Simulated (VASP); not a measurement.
# Ag2HCl2 in VASP: further runs

The runs below take Ag2HCl2 through single point, with PBE+D3(BJ).

All numbers are computed with VASP 6.6.1; they aren't measurements. Logs are shortened: lines on timing, memory, paths and dates and some standing lists are left out, and cuts for length are marked.

## 1. The cell of the first run

The cell holds a slab with vacuum, 5 atoms: a = 3.897 Å, b = 3.897 Å, c = 20.148 Å, α = 90.00°, β = 90.00°, γ = 90.00°.

## 2. Single point, PBE+D3(BJ), collinear spin

The input, INCAR:

```
  PREC = Accurate
  ENCUT = 520
  EDIFF = 1E-6
  ISMEAR = 0
  SIGMA = 0.05
  LREAL = False
  LASPH = True
  NELM = 150
  ALGO = Normal
  ISIF = 2
  LWAVE = False
  LCHARG = True
  ISPIN = 2
  MAGMOM = 0 0 0 0 1
  LORBIT = 11
  LMAXMIX = 4
  LDIPOL = True
  IDIPOL = 3
  DIPOL = 0.5 0.5 0.315
  GGA = PE
  IVDW = 12
  LELF = True
  LVHAR = True
  LVACPOTAV = True
  NBANDS = 30
```

The input, KPOINTS:

```
regular mesh
0
Gamma
  7 7 1
```

The input, POSCAR:

```
Ag2HCl2
1.0
    3.8966246593      0.0000000000      0.0000000000
    0.0000000000      3.8966246593      0.0000000000
    0.0000000000      0.0000000000     20.1478735173
Ag Cl H
2 2 1
Direct
    0.0000000000      0.0000000000      0.1985321179
    0.5000000000      0.5000000000      0.3337564577
    0.5000000000      0.5000000000      0.1985321179
    0.0000000000      0.0000000000      0.3398807081
    0.0000000000      0.3750000000      0.5036697053
```

Potentials or basis: VASP PAW PBE potentials, release 64 (Ag, Cl, H).

Run with:

```
$ cat potpaw_PBE.64/Ag/POTCAR potpaw_PBE.64/Cl/POTCAR potpaw_PBE.64/H/POTCAR > POTCAR
$ mpirun -np 1 vasp_std > vasp.out
```

OUTCAR:

```text
PREC = Accurate
   ENCUT = 520
   EDIFF = 1E-6
   ISMEAR = 0
   LREAL = False
   LASPH = True
   NELM = 150
   ISIF = 2
   ISPIN = 2
   LORBIT = 11
   GGA = PE
   IVDW = 12
 IVDW          = 12

 ion  position               nearest neighbor table
   1  0.000  0.000  0.199-   3 2.76   3 2.76   3 2.76   3 2.76   4 2.85
   2  0.500  0.500  0.334-   3 2.72   4 2.76   4 2.76   4 2.76   4 2.76
   3  0.500  0.500  0.199-   2 2.72   1 2.76   1 2.76   1 2.76   1 2.76
   4  0.000  0.000  0.340-   2 2.76   2 2.76   2 2.76   2 2.76   1 2.85
   5  0.000  0.375  0.504-

  LATTYP: Found a simple tetragonal cell.
 ALAT       =     3.8966246593
 C/A-ratio  =     5.1705964210

  Lattice vectors:

 A1 = (   3.8966246593,   0.0000000000,   0.0000000000)
 A2 = (   0.0000000000,   3.8966246593,   0.0000000000)
 A3 = (   0.0000000000,   0.0000000000,  20.1478735173)

Analysis of symmetry for initial positions (statically):
=====================================================================
 Subroutine PRICEL returns:
 Original cell was already a primitive cell.

 Routine SETGRP: Setting up the symmetry group for a
 simple tetragonal supercell.

 Subroutine GETGRP returns: Found  2 space group operations
 (whereof  2 operations were pure point group operations)
 out of a pool of 16 trial point group operations.

The static configuration has the point symmetry C_1h.

Analysis of symmetry for dynamics (positions and initial velocities):
=====================================================================
 Subroutine PRICEL returns:
 Original cell was already a primitive cell.

 Routine SETGRP: Setting up the symmetry group for a
 simple tetragonal supercell.

 Subroutine GETGRP returns: Found  2 space group operations
 (whereof  2 operations were pure point group operations)
 out of a pool of 16 trial point group operations.

The dynamic configuration has the point symmetry C_1h.

Analysis of structural, dynamic, and magnetic symmetry:
=====================================================================
 Subroutine PRICEL returns:
 Original cell was already a primitive cell.

 Routine SETGRP: Setting up the symmetry group for a
 simple tetragonal supercell.

 Subroutine GETGRP returns: Found  2 space group operations
 (whereof  2 operations were pure point group operations)
 out of a pool of 16 trial point group operations.

The overall configuration has the point symmetry C_1h.

 Subroutine INISYM returns: Found  2 space group operations
 (whereof  2 operations are pure point group operations),
 and found     1 'primitive' translations

----------------------------------------------------------------------------------------

                                     Primitive cell

  volume of cell :     305.9189

  direct lattice vectors                    reciprocal lattice vectors
     3.896624659  0.000000000  0.000000000     0.256632365  0.000000000  0.000000000
     0.000000000  3.896624659  0.000000000     0.000000000  0.256632365  0.000000000
     0.000000000  0.000000000 20.147873517     0.000000000  0.000000000  0.049633029

  length of vectors
     3.896624659  3.896624659 20.147873517     0.256632365  0.256632365  0.049633029

  position of ions in fractional coordinates (direct lattice)
     0.000000000  0.000000000  0.198532118
     0.500000000  0.500000000  0.333756458
     0.500000000  0.500000000  0.198532118
     0.000000000  0.000000000  0.339880708
     0.000000000  0.375000000  0.503669705

  ion indices of the primitive-cell ions
   primitive index   ion index
                 1           1
                 2           2
                 3           3
                 4           4
                 5           5

----------------------------------------------------------------------------------------

 KPOINTS: regular mesh
[... 25 lines left out ...]
  0.000000  0.000000  0.000000      1.000000
  0.142857  0.000000  0.000000      2.000000
  0.000000  0.142857  0.000000      2.000000
  0.285714  0.000000  0.000000      2.000000
  0.000000  0.285714  0.000000      2.000000
  0.428571  0.000000  0.000000      2.000000
[... 8 lines left out ...]
 -0.285714  0.428571  0.000000      4.000000
  0.428571  0.428571  0.000000      4.000000
   k-points           NKPTS =     16   k-points in BZ     NKDIM =     16   number of bands    NBANDS=     30
   number of dos      NEDOS =    301   number of ions     NIONS =      5
   total plane-waves  NPLWV = 135000
   dimension x,y,z NGX =    30 NGY =   30 NGZ =  150
   dimension x,y,z NGXF=    60 NGYF=   60 NGZF=  300
   ions per type =               2   2   1
   NGX,Y,Z   is equivalent  to a cutoff of  12.80, 12.80, 12.38 a.u.
   NGXF,Y,Z  is equivalent  to a cutoff of  25.60, 25.60, 24.75 a.u.
 SYSTEM =  unknown system
   PREC   = accura    normal or accurate (medium, high low for compatibility)
   ISTART =      0    job   : 0-new  1-cont  2-samecut
   ICHARG =      2    charge: 1-file 2-atom 10-const
   ISPIN  =      2    spin polarized calculation?
   LNONCOLLINEAR =      F non collinear calculations
   LSORBIT =      F    spin-orbit coupling
   LASPH  =      T    aspherical Exc in radial PAW
   ENCUT  =  520.0 eV  38.22 Ry    6.18 a.u.   7.25  7.25 37.46*2*pi/ulx,y,z
   NELM   =    150;   NELMIN=  2; NELMDL= -5     # of ELM steps
   EDIFF  = 0.1E-05   stopping-criterion for ELM
   LREAL  =      F    real-space projection
   EDIFFG = 0.1E-04   stopping-criterion for IOM
   NSW    =      0    number of steps for IOM
   IBRION =     -1    ionic relax: 0-MD 1-quasi-New 2-CG
   NFREE  =      0    steps in history (QN), initial steepest desc. (CG)
   ISIF   =      2    stress and relaxation
   ISYM   =      2    0-nonsym 1-usesym 2-fastsym
   POTIM  = 0.5000    time-step for ionic-motion
   TEBEG  =    0.0;   TEEND  =   0.0 temperature during run
   PSTRESS=    0.0 pullay stress
   NELECT =      37.0000    total number of electrons
   NUPDOWN=      -1.0000    fix difference up-down
   EMIN   =  10.00;   EMAX   =-10.00  energy-range for DOS
   EFERMI =   0.00;   METHOD = LEGACY
   ISMEAR =     0;   SIGMA  =   0.05  broadening in eV -4-tet -1-fermi 0-gaus
   EFERMI_NEDOS =   21; number of points for ismear=-14 and -15
   IALGO  =     38    algorithm
   IMIX   =      4    mixing-type and parameters
     AMIX     =   0.40;   BMIX     =  1.00
     AMIX_MAG =   1.60;   BMIX_MAG =  1.00
  volume/ion in A,a.u.               =      61.18       412.89
  Fermi-wavevector in a.u.,A,eV,Ry     =   0.809605  1.529932  8.918082  0.655461
  Thomas-Fermi vector in A             =   1.918627
   LORBIT       =     11    0 simple, 1 ext, 2 COOP (PROOUT), +10 PAW based schemes
   GGA     = PE    functional components
   LHFCALC =     F    Hartree Fock is set to
   AEXX    =    0.0000 exact exchange contribution
   IVDW    =    12    specifies the selected vdW correction
   LEPSILON=     F    determine dielectric tensor
   LRPA    =     F    only Hartree local field effects (RPA)
 spin polarized calculation
 Gauss-broadening in eV      SIGMA  =   0.05
  energy-cutoff  :      520.00
  volume of cell :      305.92
 maximum number of plane-waves:      8267
 NGX is ok and might be reduce to    30
   NGX = 15   NGY = 15   NGZ = 75

 dipolmoment           0.000000      0.000000     -0.000009 electrons x Angstroem

 number of electron      37.0000009 magnetization       1.0000000

 dipolmoment           0.000000      0.000000      0.033196 electrons x Angstroem

 Free energy of the ion-electron system (eV)
  ---------------------------------------------------
  ext. energy  EPLUGINS =         0.00000000
  ---------------------------------------------------
  free energy    TOTEN  =       -11.72154854 eV

  energy without entropy =      -11.72154854  energy(sigma->0) =      -11.72154854

 E-fermi :  -2.4099     XC(G=0):  -3.6311

 val. band max:       -2.7057337500   @ k =   0.4286   0.0000   0.0000
 cond. band min:      -1.5936494018   @ k =   0.0000   0.0000   0.0000
 fundamental gap:      1.1120843482
 Fermi energy:        -2.4098575121

 spin component 1

 k-point     1 :       0.0000    0.0000    0.0000
  band No.  band energies     occupation
      1     -17.6981      1.00000
      2     -17.3315      1.00000
      3      -6.6314      1.00000
      4      -5.9869      1.00000
      5      -5.6867      1.00000
      6      -5.6865      1.00000
[... 517 lines left out ...]
     29       5.9429      0.00000
     30       6.1472      0.00000
 Fermi energy:        -2.4098575121

 spin component 2

 k-point     1 :       0.0000    0.0000    0.0000
  band No.  band energies     occupation
      1     -17.6970      1.00000
      2     -17.3250      1.00000
      3      -6.6259      1.00000
      4      -5.9429      1.00000
      5      -5.6855      1.00000
      6      -5.6854      1.00000
[... 517 lines left out ...]
     29       6.3808      0.00000
     30       6.5517      0.00000

------------------------ aborting loop because EDIFF is reached ----------------------------------------

 Edisp (eV)   -0.89243

 E8    (eV) :    -0.3715

  FORCE on cell =-STRESS in cart. coord.  units (eV):
  Direction    XX          YY          ZZ          XY          YZ          ZX
  --------------------------------------------------------------------------------------
  -------------------------------------------------------------------------------------
  Total      -1.83757    -1.82044    -0.14284     0.00000     0.01429     0.00000
  in kB      -9.62381    -9.53412    -0.74810     0.00000     0.07483     0.00000
  external pressure =       -6.64 kB  Pullay stress =        0.00 kB

 VOLUME and BASIS-vectors are now :
 -----------------------------------------------------------------------------
  energy-cutoff  :      520.00
  volume of cell :      305.92
      direct lattice vectors                 reciprocal lattice vectors
     3.896624659  0.000000000  0.000000000     0.256632365  0.000000000  0.000000000
     0.000000000  3.896624659  0.000000000     0.000000000  0.256632365  0.000000000
     0.000000000  0.000000000 20.147873517     0.000000000  0.000000000  0.049633029

 POSITION                                       TOTAL-FORCE (eV/Angst)
 -----------------------------------------------------------------------------------
      0.00000      0.00000      4.00000         0.000000     -0.000064      0.258358
      1.94831      1.94831      6.72448         0.000000     -0.000770      0.019296
      1.94831      1.94831      4.00000         0.000000     -0.000116     -0.264302
      0.00000      0.00000      6.84787         0.000000     -0.003107      0.017304
      0.00000      1.46123     10.14787         0.000000      0.004057     -0.030656
 -----------------------------------------------------------------------------------
    total drift:                                0.000000      0.000025      0.000101

  FREE ENERGIE OF THE ION-ELECTRON SYSTEM (eV)
  ---------------------------------------------------
  free  energy   TOTEN  =       -12.6139772018 eV

  energy  without entropy=      -12.6139772018  energy(sigma->0) =      -12.61397720

 vacuum level on the upper side and lower side of the slab         2.832         2.437

 total charge

# of ion       s       p       d       tot
------------------------------------------
    1        0.192   0.121   9.369   9.682
    2        0.195   0.129   9.369   9.693
    3        1.600   3.473   0.000   5.074
    4        1.600   3.472   0.000   5.073
    5        0.379   0.000   0.000   0.379
--------------------------------------------------
tot          3.967   7.196  18.738  29.901

 magnetization (x)

# of ion       s       p       d       tot
------------------------------------------
    1        0.000   0.000   0.000   0.000
    2       -0.000  -0.000   0.002   0.002
    3        0.000   0.000   0.000   0.000
    4        0.000   0.006   0.000   0.006
    5        0.379   0.000   0.000   0.379
--------------------------------------------------
tot          0.379   0.006   0.002   0.388
```

It took 4.5 min on 1 thread of Intel Xeon 6975P-C (Granite Rapids), shared host; peak memory 0.59 GiB.

What came out:

```yaml
Free_energy: -12.6140 eV
Largest_force: 0.264 eV/Å
Band_gap_on_the_k_mesh: 1.11 eV (least direct gap 2.55 eV)
Net_moment: 1.00 μB per cell
Site_moments: Ag +0.00; Cl +0.00, +0.01; H +0.38 μB
Valence_electrons_inside_the_program's_atomic_spheres: Ag 9.68, 9.69; Cl 5.07; H 0.38
Dispersion_energy_per_atom: -0.178 eV
```

Forces on the atoms (eV/Å):
```
Ag   0.000  0.000  0.258
Ag   0.000 -0.001  0.019
Cl   0.000  0.000 -0.264
Cl   0.000 -0.003  0.017
H    0.000  0.004 -0.031
```

## 3. Single point, PBE+D3(BJ), collinear spin

The input, INCAR:

```
SYSTEM = Ag2HCl2
PREC     = Accurate       ! precision mode
ENCUT    = 520            ! plane-wave cutoff, eV
EDIFF    = 1E-6           ! SCF threshold, eV
ISMEAR   = 0              ! smearing method
SIGMA    = 0.05           ! smearing width, eV
LREAL    = .FALSE.        ! projectors in reciprocal space
LASPH    = .TRUE.         ! aspherical terms in the spheres
NELM     = 150            ! most SCF steps
ALGO     = Normal         ! electronic algorithm
ISIF     = 2              ! what is computed and relaxed
LWAVE    = .FALSE.        ! write WAVECAR
LCHARG   = .TRUE.         ! write CHGCAR
ISPIN    = 2              ! spin polarisation
MAGMOM   = 0 0 0 0 1      ! initial moments
LORBIT   = 11             ! projections on sites
LMAXMIX  = 4              ! l up to which the mixer works
LDIPOL   = .TRUE.       
IDIPOL   = 3            
DIPOL    = 0.5 0.5 0.315
GGA      = PE             ! functional
IVDW     = 12             ! dispersion correction
LELF     = .TRUE.         ! ELF
LVHAR    = .TRUE.       
LVACPOTAV= .TRUE.       
NBANDS   = 30             ! bands
```

The input, KPOINTS:

```
Automatic mesh
0
G
  7 7 1
  0 0 0
```

POSCAR: that of step 2 with these lines changed.

```diff
@@ -12,2 +12,2 @@
     0.0000000000      0.0000000000      0.3398807081
-    0.0000000000      0.3750000000      0.5036697053
+    0.1250000000      0.5000000000      0.5036697053
```

Potentials or basis: VASP PAW PBE potentials, release 64 (Ag, Cl, H).

Run with:

```
$ cat potpaw_PBE.64/Ag/POTCAR potpaw_PBE.64/Cl/POTCAR potpaw_PBE.64/H/POTCAR > POTCAR
$ mpirun -np 1 vasp_std > vasp.out
```

Wall time 4.5 min (1 thread of Intel Xeon 6975P-C (Granite Rapids), shared host); peak memory 0.6 GiB.

It converged, with:

```
Free energy                                           : -12.6160 eV
Largest force                                         : 0.264 eV/Å
Band gap on the k mesh                                : 1.11 eV (least direct gap 2.55 eV)
Net moment                                            : 1.00 μB per cell
Site moments                                          : Ag +0.00; Cl +0.00, +0.01; H +0.38 μB
Valence electrons inside the program's atomic spheres : Ag 9.68, 9.69; Cl 5.07; H 0.38
Dispersion energy per atom                            : -0.178 eV
```

Forces in eV/Å, atoms in the order of the input:
```
Ag   0.000  0.000  0.258
Ag  -0.002  0.000  0.023
Cl   0.000  0.000 -0.264
Cl  -0.002  0.000  0.020
H    0.004  0.000 -0.037
```

Levels at points of the mesh, in eV from the valence-band top:
Spin up:
| k point | band 17 | band 18 | band 19 | band 20 | band 21 | band 22 |
| --- | --- | --- | --- | --- | --- | --- |
| (0.00, 0.00, 0.00) | -1.91 | -1.91 | -1.44 | 1.20 | 2.29 | 4.75 |
Spin down:
```csv
k point,band 16,band 17,band 18,band 19,band 20,band 21
"(0.00, 0.00, 0.00)",-1.91,-1.91,-1.44,1.11,2.17,4.02
```
